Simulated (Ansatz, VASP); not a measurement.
**One calculation of AgCl, two programs**

POSCAR

```
AgCl
1.0
    0.0000000000      2.7350000000      2.7350000000
    2.7350000000      0.0000000000      2.7350000000
    2.7350000000      2.7350000000      0.0000000000
Ag Cl
1 1
Direct
    0.0000000000      0.0100000000      0.0000000000
    0.5000000000      0.5000000000      0.5000000000
```

INCAR.step1

```
PREC     = Accurate       # precision mode
ENCUT    = 520            # plane-wave cutoff, eV
ISMEAR   = 0              # smearing method
SIGMA    = 0.01           # smearing width, eV
LREAL    = F              # projectors in reciprocal space
LASPH    = T              # aspherical terms in the spheres
NELM     = 60             # most SCF steps
NBANDS   = 16             # bands
GGA      = PE             # functional
ALGO     = Normal         # electronic algorithm
EDIFF    = 1E-4           # SCF threshold, eV
LWAVE    = T              # write WAVECAR
LCHARG   = F              # write CHGCAR
```

The input INCAR.step2:

```
PREC     = Accurate       # precision mode
ENCUT    = 520            # plane-wave cutoff, eV
EDIFF    = 1E-7           # SCF threshold, eV
ISMEAR   = 0              # smearing method
SIGMA    = 0.01           # smearing width, eV
LREAL    = F              # projectors in reciprocal space
LASPH    = T              # aspherical terms in the spheres
NELM     = 60             # most SCF steps
ALGO     = Normal         # electronic algorithm
ISIF     = 2              # what is computed and relaxed
LWAVE    = F              # write WAVECAR
LCHARG   = F              # write CHGCAR
METAGGA  = R2SCAN         # meta-GGA
LMIXTAU  = T            
IVDW     = 13             # dispersion correction
VDW_S6   = 1.0          
VDW_S8   = 0.6018749    
VDW_A1   = 0.51559235   
VDW_A2   = 5.77342911   
NBANDS   = 16             # bands
ISTART   = 1
```

Contents of KPOINTS:

```
regular mesh
0
Gamma
  3 3 3
```

Input for Ansatz:

```yaml
crystal:
  lattice:
    - [0.0, 2.735, 2.735]
    - [2.735, 0.0, 2.735]
    - [2.735, 2.735, 0.0]
  atoms:
    - { symbol: Ag, position: [0.0, 0.01, 0.0] }
    - { symbol: Cl, position: [0.5, 0.5, 0.5] }
kpoints:
  mp_grid:
    grid: [3, 3, 3]
hamiltonian:
  xc: r2scan
  dispersion: d4
scf:
  occupations:
    method: fixed
output:
  forces: true
```

Alike in both runs: task single point; functional r2SCAN; dispersion D4; k mesh 3 × 3 × 3; no spin polarisation.

|  | VASP | Ansatz |
| --- | --- | --- |
| version | VASP 6.6.1 | Ansatz 0.2.0 |
| potentials or method | VASP PAW PBE potentials, release 64 (Ag, Cl) | plane waves, PAW |
| plane-wave cutoff (eV) | 520 | 500 |
| occupations | gaussian, width 0.01 eV | fixed |
| valence electrons in the cell | 18 | 26 |

|  | VASP | Ansatz | Ansatz less VASP |
| --- | --- | --- | --- |
| rms of the force components (eV/Å) | 0.041 | 0.041 | +0.0003 |

VASP's potentials were made for PBE, not for r2SCAN. Atom by atom the forces differ by 0.000 eV/Å (rms over components). VASP's potentials hold 18 valence electrons a cell and Ansatz's 26, so a difference there can come from the potentials and not from the codes.

The k mesh is coarse, so the values compare programs but aren't converged.
